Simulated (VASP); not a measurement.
Al3GaAs4, 8 atoms in the cell. The typed cell holds 8 atoms: a = 4.120 Å, b = 4.022 Å, c = 11.634 Å, α = 91.09°, β = 90.01°, γ = 90.97°. 

```yaml
Program: VASP 6.6.1
Task: relaxation of cell and atoms
Functional: PBE
Potentials_or_basis: VASP PAW PBE potentials, release 64 (Al, Ga_d, As)
Cutoff: 600 eV
k_mesh: 4 × 4 × 1
Occupations: gaussian, width 0.1 eV
Spin: no spin polarisation
Dipole_correction: no
Further_INCAR_settings: ALGO = Normal; EDIFF = 1e-07; IBRION = 2; EDIFFG = -0.025; NSW = 80; ISIF = 3
```

Potentials or basis: VASP PAW PBE potentials, release 64 (Al, Ga_d, As).

Run with:

```bash
$ cat potpaw_PBE.64/Al/POTCAR potpaw_PBE.64/Ga_d/POTCAR potpaw_PBE.64/As/POTCAR > POTCAR
$ mpirun -np 1 vasp_std > vasp.out
```

Hardware: 1 thread of Intel(R) Xeon(R) 6975P-C (Granite Rapids), with other jobs on the host.

Problem. Estimate the wall time of this run.

Solution. Run time: 9.5 min on 1 thread of Intel(R) Xeon(R) 6975P-C (Granite Rapids), on a shared host, peak memory 0.37 GiB. Counts: scf iterations 184, k points 10, ion steps 22.
